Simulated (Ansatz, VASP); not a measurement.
## In4BiSb3 in VASP and in Ansatz

Contents of INCAR:

```
  PREC = Accurate
  ENCUT = 520
  EDIFF = 1E-6
  ISMEAR = -1
  SIGMA = 0.02
  LREAL = False
  LASPH = True
  NELM = 80
  ALGO = Normal
  ISIF = 2
  LWAVE = False
  LCHARG = True
  GGA = PE
  LELF = True
  LVHAR = True
  NBANDS = 51
```

KPOINTS

```
Automatic mesh
0
Gamma
  4 4 4
```

The input POSCAR:

```
In4BiSb3
1.0
    4.6868438450      0.0000000000      0.0000000000
    0.0000000000      4.6861745301      6.6116298221
    0.0000000000     -4.6861745301      6.6116298221
Sb Bi In
3 1 4
Direct
    0.0000000000     -0.0001885286     -0.0001885286
    0.5000000000     -0.0005235520      0.5005362494
    0.5000000000      0.5005362494     -0.0005235520
    0.0000000000      0.5003612896      0.5003612896
    0.5000000000      0.8752379563      0.8752379563
    0.0000000000      0.8804833923      0.3728202550
    0.0000000000      0.3728202550      0.8804833923
    0.5000000000      0.3712729380      0.3712729380
```

Input for Ansatz:

```yaml
crystal:
  lattice:
    - [4.686843845, 0.0, 0.0]
    - [0.0, 4.6861745301, 6.6116298221]
    - [0.0, -4.6861745301, 6.6116298221]
  atoms:
    - { symbol: Sb, position: [0.0, -0.0001885286, -0.0001885286] }
    - { symbol: Sb, position: [0.5, -0.000523552, 0.5005362494] }
    - { symbol: Sb, position: [0.5, 0.5005362494, -0.000523552] }
    - { symbol: Bi, position: [0.0, 0.5003612896, 0.5003612896] }
    - { symbol: In, position: [0.5, 0.8752379563, 0.8752379563] }
    - { symbol: In, position: [0.0, 0.8804833923, 0.372820255] }
    - { symbol: In, position: [0.0, 0.372820255, 0.8804833923] }
    - { symbol: In, position: [0.5, 0.371272938, 0.371272938] }
kpoints:
  mp_grid: { grid: [4, 4, 4] }
hamiltonian:
  xc: pbe
scf:
  occupations: { method: fermi_dirac, width: 0.02 }
  n_extra_bands: 6
output:
  forces: true
  stress: true
  eigenvalues: true
```

Alike in both runs: task single point; functional PBE; k mesh 4 × 4 × 4; occupations fermi-dirac, width 0.02 eV; no spin polarisation.

```csv
,VASP,Ansatz
version,VASP 6.6.1,Ansatz 0.2.0
potentials or method,"VASP PAW PBE potentials, release 64 (Sb, Bi_d, In_d)","plane waves, PAW"
plane-wave cutoff (eV),520,420
valence electrons in the cell,82,112
```

```csv
,VASP,Ansatz,Ansatz less VASP
pressure (GPa),1.2,1.2,+0.03
"traceless stress, the component that is largest in VASP (GPa)",0.26,0.25,-0.003
rms of the force components (eV/Å),0.005,0.005,0.0000
```

Atom by atom the forces differ by 0.000 eV/Å (rms over components). With one functional, cell and mesh, what is left measures potentials, basis and numerics. VASP's potentials hold 82 valence electrons a cell and Ansatz's 112, so a difference there can come from the potentials and not from the codes.

Spin-orbit coupling is off throughout.
